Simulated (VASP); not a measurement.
# MgF2 (Sellaite) (P4_2/mnm) in VASP: notebook

The runs below take MgF2 (Sellaite) through single point, with PBEsol, PBE, r2SCAN.

Everything below comes from runs of VASP 6.6.1. Logs are shortened: lines on timing, memory, paths and dates and some standing lists are left out, and cuts for length are marked.

## Step 1: The cell of the first run

The structure is tetragonal, space group P4_2/mnm (No. 136). The conventional cell has a = 4.622 Å, b = 4.622 Å, c = 3.046 Å, α = 90.00°, β = 90.00°, γ = 90.00°. Mg (site symmetry mmm) has 6 F at 1.98 to 1.99 Å within 2.6 Å. F (site symmetry m2m) has 3 Mg at 1.98 to 1.99 Å and 1 F at 2.58 Å within 2.6 Å.

## Step 2: Single point, PBEsol

Input file INCAR:

```
SYSTEM = MgF2
ALGO = Normal
EDIFF = 1E-6
ENCUT = 600
GGA = PS
GGA_COMPAT = .FALSE.
ISIF = 2
ISMEAR = 0
LASPH = .TRUE.
LCHARG = .FALSE.
LREAL = .FALSE.
LWAVE = .FALSE.
NBANDS = 25
NELM = 120
PREC = Accurate
SIGMA = 0.01
```

Input file KPOINTS:

```
k-points
0
G
  4 4 4
  0 0 0
```

Input file POSCAR:

```
MgF2
1.0
    4.6220162608      0.0000000000      0.0000000000
    0.0000000000      4.6220162608      0.0000000000
    0.0000000000      0.0000000000      3.0461115457
Mg F
2 4
Direct
    0.0000000000      0.0000000000      0.0000000000
    0.5000000000      0.5000000000      0.5000000000
    0.3029506049      0.3029506049      0.0000000000
    0.1970493951      0.8029506049      0.5000000000
    0.6970493951      0.6970493951      0.0000000000
    0.8029506049      0.1970493951      0.5000000000
```

Potentials or basis: VASP PAW PBE potentials, release 64 (Mg, F).

Started as:

```bash
$ cat potpaw_PBE.64/Mg/POTCAR potpaw_PBE.64/F/POTCAR > POTCAR
$ mpirun -np 1 vasp_std > vasp.out
```

OUTCAR:

```text
SYSTEM = MgF2
   EDIFF = 1E-6
   ENCUT = 600
   GGA = PS
   ISIF = 2
   ISMEAR = 0
   LASPH = .TRUE.
   LREAL = .FALSE.
   NELM = 120
   PREC = Accurate

 ion  position               nearest neighbor table
   1  0.000  0.000  0.000-   3 1.98   5 1.98   4 1.99   6 1.99   4 1.99   6 1.99   2 3.61   2 3.61
                             2 3.61   2 3.61   2 3.61   2 3.61   2 3.61   2 3.61
   2  0.500  0.500  0.500-   4 1.98   6 1.98   5 1.99   3 1.99   3 1.99   5 1.99   1 3.61   1 3.61
                             1 3.61   1 3.61   1 3.61   1 3.61   1 3.61   1 3.61
   3  0.303  0.303  0.000-   1 1.98   2 1.99   2 1.99
   4  0.197  0.803  0.500-   2 1.98   1 1.99   1 1.99
   5  0.697  0.697  0.000-   1 1.98   2 1.99   2 1.99
   6  0.803  0.197  0.500-   2 1.98   1 1.99   1 1.99

  LATTYP: Found a simple tetragonal cell.
 ALAT       =     4.6220162608
 C/A-ratio  =     0.6590438834

  Lattice vectors:

 A1 = (   4.6220162608,   0.0000000000,   0.0000000000)
 A2 = (   0.0000000000,   4.6220162608,   0.0000000000)
 A3 = (   0.0000000000,   0.0000000000,   3.0461115457)

Analysis of symmetry for initial positions (statically):
=====================================================================
 Subroutine PRICEL returns:
 Original cell was already a primitive cell.

 Routine SETGRP: Setting up the symmetry group for a
 simple tetragonal supercell.

 Subroutine GETGRP returns: Found 16 space group operations
 (whereof  8 operations were pure point group operations)
 out of a pool of 16 trial point group operations.

The static configuration has the point symmetry D_2h.
 The point group associated with its full space group is D_4h.

Analysis of symmetry for dynamics (positions and initial velocities):
=====================================================================
 Subroutine PRICEL returns:
 Original cell was already a primitive cell.

 Routine SETGRP: Setting up the symmetry group for a
 simple tetragonal supercell.

 Subroutine GETGRP returns: Found 16 space group operations
 (whereof  8 operations were pure point group operations)
 out of a pool of 16 trial point group operations.

The dynamic configuration has the point symmetry D_2h.
 The point group associated with its full space group is D_4h.

 Subroutine INISYM returns: Found 16 space group operations
 (whereof  8 operations are pure point group operations),
 and found     1 'primitive' translations

----------------------------------------------------------------------------------------

                                     Primitive cell

  volume of cell :      65.0742

  direct lattice vectors                    reciprocal lattice vectors
     4.622016261  0.000000000  0.000000000     0.216355794  0.000000000  0.000000000
     0.000000000  4.622016261  0.000000000     0.000000000  0.216355794  0.000000000
     0.000000000  0.000000000  3.046111546     0.000000000  0.000000000  0.328287387

  length of vectors
     4.622016261  4.622016261  3.046111546     0.216355794  0.216355794  0.328287387

  position of ions in fractional coordinates (direct lattice)
     0.000000000  0.000000000  0.000000000
     0.500000000  0.500000000  0.500000000
     0.302950605  0.302950605  0.000000000
     0.197049395  0.802950605  0.500000000
     0.697049395  0.697049395  0.000000000
     0.802950605  0.197049395  0.500000000

  ion indices of the primitive-cell ions
   primitive index   ion index
                 1           1
                 2           2
                 3           3
                 4           4
                 5           5
                 6           6

----------------------------------------------------------------------------------------

 KPOINTS: k-points

Automatic generation of k-mesh.
 Grid dimensions read from file:
 generate k-points for:    4    4    4

 Generating k-lattice:

  Cartesian coordinates                     Fractional coordinates (reciprocal lattice)
     0.054088949  0.000000000  0.000000000     0.250000000  0.000000000  0.000000000
     0.000000000  0.054088949  0.000000000     0.000000000  0.250000000  0.000000000
     0.000000000  0.000000000  0.082071847     0.000000000  0.000000000  0.250000000

  Length of vectors
     0.054088949  0.054088949  0.082071847

  Shift w.r.t. Gamma in fractional coordinates (k-lattice)
     0.000000000  0.000000000  0.000000000

 Subroutine IBZKPT returns following result:
 ===========================================

 Found     18 irreducible k-points:

 Following reciprocal coordinates:
            Coordinates               Weight
  0.000000  0.000000  0.000000      1.000000
  0.250000  0.000000  0.000000      4.000000
  0.500000  0.000000  0.000000      2.000000
  0.250000  0.250000  0.000000      4.000000
  0.500000  0.250000  0.000000      4.000000
  0.500000  0.500000  0.000000      1.000000
[... 10 lines left out ...]
  0.500000  0.250000  0.500000      4.000000
  0.500000  0.500000  0.500000      1.000000
   k-points           NKPTS =     18   k-points in BZ     NKDIM =     18   number of bands    NBANDS=     25
   number of dos      NEDOS =    301   number of ions     NIONS =      6
   total plane-waves  NPLWV =  38400
   dimension x,y,z NGX =    40 NGY =   40 NGZ =   24
   dimension x,y,z NGXF=    80 NGYF=   80 NGZF=   48
   ions per type =               2   4
   NGX,Y,Z   is equivalent  to a cutoff of  14.39, 14.39, 13.10 a.u.
   NGXF,Y,Z  is equivalent  to a cutoff of  28.77, 28.77, 26.20 a.u.
 SYSTEM =  MgF2
   PREC   = accura    normal or accurate (medium, high low for compatibility)
   ISTART =      0    job   : 0-new  1-cont  2-samecut
   ICHARG =      2    charge: 1-file 2-atom 10-const
   ISPIN  =      1    spin polarized calculation?
   LNONCOLLINEAR =      F non collinear calculations
   LSORBIT =      F    spin-orbit coupling
   LASPH  =      T    aspherical Exc in radial PAW
   ENCUT  =  600.0 eV  44.10 Ry    6.64 a.u.   9.23  9.23  6.08*2*pi/ulx,y,z
   NELM   =    120;   NELMIN=  2; NELMDL= -5     # of ELM steps
   EDIFF  = 0.1E-05   stopping-criterion for ELM
   LREAL  =      F    real-space projection
   EDIFFG = 0.1E-04   stopping-criterion for IOM
   NSW    =      0    number of steps for IOM
   IBRION =     -1    ionic relax: 0-MD 1-quasi-New 2-CG
   NFREE  =      0    steps in history (QN), initial steepest desc. (CG)
   ISIF   =      2    stress and relaxation
   ISYM   =      2    0-nonsym 1-usesym 2-fastsym
   POTIM  = 0.5000    time-step for ionic-motion
   TEBEG  =    0.0;   TEEND  =   0.0 temperature during run
   PSTRESS=    0.0 pullay stress
   NELECT =      32.0000    total number of electrons
   NUPDOWN=      -1.0000    fix difference up-down
   EMIN   =  10.00;   EMAX   =-10.00  energy-range for DOS
   EFERMI =   0.00;   METHOD = LEGACY
   ISMEAR =     0;   SIGMA  =   0.01  broadening in eV -4-tet -1-fermi 0-gaus
   EFERMI_NEDOS =   21; number of points for ismear=-14 and -15
   IALGO  =     38    algorithm
   IMIX   =      4    mixing-type and parameters
     AMIX     =   0.40;   BMIX     =  1.00
     AMIX_MAG =   1.60;   BMIX_MAG =  1.00
  volume/ion in A,a.u.               =      10.85        73.19
  Fermi-wavevector in a.u.,A,eV,Ry     =   1.292177  2.441860 22.717929  1.669721
  Thomas-Fermi vector in A             =   2.423901
   LORBIT       =      0    0 simple, 1 ext, 2 COOP (PROOUT), +10 PAW based schemes
   GGA     = PS    functional components
   LHFCALC =     F    Hartree Fock is set to
   AEXX    =    0.0000 exact exchange contribution
   IVDW    =     0    specifies the selected vdW correction
   LEPSILON=     F    determine dielectric tensor
   LRPA    =     F    only Hartree local field effects (RPA)
 non-spin polarized calculation
 Gauss-broadening in eV      SIGMA  =   0.01
  energy-cutoff  :      600.00
  volume of cell :       65.07
 maximum number of plane-waves:      2192
 NGX is ok and might be reduce to    40
   NGX = 19   NGY = 19   NGZ = 13

 number of electron      32.0000021 magnetization

 Free energy of the ion-electron system (eV)
  ---------------------------------------------------
  ext. energy  EPLUGINS =         0.00000000
  ---------------------------------------------------
  free energy    TOTEN  =       -32.60847598 eV

  energy without entropy =      -32.60847598  energy(sigma->0) =      -32.60847598

 E-fermi :  -1.2168     XC(G=0): -10.0070

 val. band max:       -1.2868787789   @ k =   0.0000   0.0000   0.0000
 cond. band min:       5.6612027771   @ k =   0.0000   0.0000   0.0000
 fundamental gap:      6.9480815560
 Fermi energy:        -1.2167632018

 k-point     1 :       0.0000    0.0000    0.0000
  band No.  band energies     occupation
      1     -21.9495      2.00000
      2     -21.1214      2.00000
      3     -21.1214      2.00000
      4     -21.0254      2.00000
      5      -5.4342      2.00000
      6      -3.8431      2.00000
[... 17 lines left out ...]
     24      17.0781      0.00000
     25      17.0781      0.00000

 k-point     2 :       0.2500    0.0000    0.0000
  band No.  band energies     occupation
      1     -21.8483      2.00000
      2     -21.2929      2.00000
      3     -21.0935      2.00000
      4     -20.9960      2.00000
      5      -5.2083      2.00000
      6      -4.0063      2.00000
[... 17 lines left out ...]
     24      16.5862      0.00000
     25      17.1504      0.00000

 k-point     3 :       0.5000    0.0000    0.0000
  band No.  band energies     occupation
      1     -21.5896      2.00000
      2     -21.5896      2.00000
      3     -21.0323      2.00000
      4     -21.0323      2.00000
      5      -4.6746      2.00000
      6      -4.6746      2.00000
[... 384 lines left out ...]
 k-point    17 :       0.5000    0.2500    0.5000
  band No.  band energies     occupation
      1     -21.2758      2.00000
      2     -21.2758      2.00000
      3     -21.0859      2.00000
      4     -21.0859      2.00000
      5      -4.9152      2.00000
      6      -4.9152      2.00000
[... 17 lines left out ...]
     24      14.1672      0.00000
     25      15.9615      0.00000

 k-point    18 :       0.5000    0.5000    0.5000
  band No.  band energies     occupation
      1     -21.2749      2.00000
      2     -21.2749      2.00000
      3     -21.0840      2.00000
      4     -21.0840      2.00000
      5      -5.1156      2.00000
      6      -5.1156      2.00000
[... 17 lines left out ...]
     24      13.6507      0.00000
     25      16.5632      0.00000

------------------------ aborting loop because EDIFF is reached ----------------------------------------

  FORCE on cell =-STRESS in cart. coord.  units (eV):
  Direction    XX          YY          ZZ          XY          YZ          ZX
  --------------------------------------------------------------------------------------
  -------------------------------------------------------------------------------------
  Total        0.0847632      0.0847632      0.2040110      0.0000000      0.0000000      0.0000000
  in kB        2.0869361      2.0869361      5.0229092      0.0000000      0.0000000      0.0000000
  external PRESSURE =       3.0655938 kB  Pullay stress =       0.0000000 kB

 VOLUME and BASIS-vectors are now :
 -----------------------------------------------------------------------------
  energy-cutoff  :      600.00
  volume of cell :       65.07
      direct lattice vectors                 reciprocal lattice vectors
     4.622016261  0.000000000  0.000000000     0.216355794  0.000000000  0.000000000
     0.000000000  4.622016261  0.000000000     0.000000000  0.216355794  0.000000000
     0.000000000  0.000000000  3.046111546     0.000000000  0.000000000  0.328287387

 POSITION                                       TOTAL-FORCE (eV/Angst)
 -----------------------------------------------------------------------------------
      0.00000      0.00000      0.00000         0.000000      0.000000      0.000000
      2.31101      2.31101      1.52306         0.000000      0.000000      0.000000
      1.40024      1.40024      0.00000         0.008486      0.008486      0.000000
      0.91077      3.71125      1.52306        -0.008486      0.008486      0.000000
      3.22177      3.22177      0.00000        -0.008486     -0.008486      0.000000
      3.71125      0.91077      1.52306         0.008486     -0.008486      0.000000
 -----------------------------------------------------------------------------------
    total drift:                                0.000000     -0.000000     -0.000000

  FREE ENERGIE OF THE ION-ELECTRON SYSTEM (eV)
  ---------------------------------------------------
  free  energy   TOTEN  =       -32.6084759772 eV

  energy  without entropy=      -32.6084759772  energy(sigma->0) =      -32.60847598
```

Run time: 18 s. Hardware: 1 thread of Intel Xeon Platinum 8375C at 2.90GHz (Ice Lake), shared host; peak memory 0.19 GiB.

What came out:

| Property | Result |
| --- | --- |
| Free energy | -32.6085 eV |
| Pressure | 0.3 GPa |
| Largest force | 0.012 eV/Å |
| Band gap on the k mesh | 6.95 eV, direct |

Forces in eV/Å, atoms in the order of the input:
```
Mg   0.000  0.000  0.000
Mg   0.000  0.000  0.000
F    0.008  0.008  0.000
F   -0.008  0.008  0.000
F   -0.008 -0.008  0.000
F    0.008 -0.008  0.000
```

Levels at points of the mesh, in eV from the valence-band top:
| k point | band 12 | band 13 | band 14 | band 15 | band 16 | band 17 | band 18 | band 19 | band 20 | band 21 |
| --- | --- | --- | --- | --- | --- | --- | --- | --- | --- | --- |
| (0.00, 0.00, 0.00) | -1.24 | -0.73 | -0.33 | -0.33 | 0.00 | 6.95 | 12.07 | 12.07 | 13.57 | 14.28 |
| (0.50, 0.00, 0.00) | -1.40 | -0.99 | -0.99 | -0.39 | -0.39 | 9.37 | 9.37 | 13.33 | 13.33 | 15.37 |
| (0.50, 0.50, 0.00) | -1.29 | -0.97 | -0.97 | -0.79 | -0.79 | 11.10 | 11.10 | 11.14 | 11.14 | 17.23 |
| (0.00, 0.00, 0.50) | -1.46 | -1.18 | -1.18 | -0.87 | -0.87 | 11.70 | 11.70 | 14.76 | 14.76 | 15.25 |
| (0.50, 0.00, 0.50) | -1.39 | -0.75 | -0.75 | -0.67 | -0.67 | 12.58 | 12.58 | 13.34 | 13.34 | 15.60 |
| (0.50, 0.50, 0.50) | -1.42 | -0.62 | -0.62 | -0.49 | -0.49 | 13.14 | 13.14 | 13.17 | 13.17 | 14.45 |

Caveat: the k points lie up to 0.52 Å⁻¹ apart; the PAW data sets were made with another functional, which shifts forces and pressure a little.

(Part 1 of 3 ends here.)
